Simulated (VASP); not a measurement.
Input of a VASP 6.6.1 run:

Contents of POSCAR:

```
HfS2
1.0
    3.7761808978      0.0000000000      0.0000000000
   -1.8880904489      3.2702685868      0.0000000000
    0.0000000000      0.0000000000      6.1150302787
Hf S
1 2
Direct
    0.0000000000      0.0000000000      0.0000000000
    0.6666666667      0.3333333333      0.7747467210
    0.3333333333      0.6666666667      0.2252532790
```

INCAR.step1

```
ALGO = Normal
EDIFF = 1E-5
ENCUT = 400
GGA = PE
GGA_COMPAT = False
ISIF = 2
ISMEAR = 0
LASPH = True
LREAL = False
LWAVE = True
NBANDS = 18
NELM = 120
PREC = Accurate
SIGMA = 0.01
```

File INCAR.step2:

```
ALGO = Normal
EDIFF = 1E-6
ENCUT = 400
GGA = PE
GGA_COMPAT = False
HFSCREEN = 0.2079
ISIF = 2
ISMEAR = 0
ISTART = 1
LASPH = True
LCHARG = True
LELF = True
LHFCALC = True
LREAL = False
LVHAR = True
LWAVE = False
NBANDS = 18
NELM = 120
PREC = Accurate
PRECFOCK = Normal
SIGMA = 0.01
```

The input KPOINTS:

```
k-points
0
Gamma
  6 6 4
```

Potentials or basis: VASP PAW PBE potentials, release 64 (Hf_pv, S).

Run with:

```console
$ cat potpaw_PBE.64/Hf_pv/POTCAR potpaw_PBE.64/S/POTCAR > POTCAR
$ cp INCAR.step1 INCAR
$ mpirun -np 1 vasp_std > vasp.out
$ cp INCAR.step2 INCAR
$ mpirun -np 1 vasp_std > vasp.out
```

Problem. Estimate the band gap on the k mesh.

Solution. 2.27 eV (least direct gap 2.80 eV).

Problem. Estimate the largest force.

Solution. 0.195 eV/Å.

Problem. Estimate the pressure.

Solution. -4.5 GPa.

Forces on the atoms (eV/Å):
```
Hf   0.000  0.000  0.000
S    0.000  0.000  0.195
S    0.000  0.000 -0.195
```

Caveat: the cell differs from its parent crystal (strain +4.0%); the stress differs along the axes, from -6 to -1 GPa; the PAW data sets were made with another functional, which shifts forces and pressure a little; spin-orbit coupling is left out, which moves the levels of the heavy elements; this functional lacks dispersion, which binds layers or chains, so the pressure and a relaxed spacing across them are unreliable. A k mesh can miss the band edges.
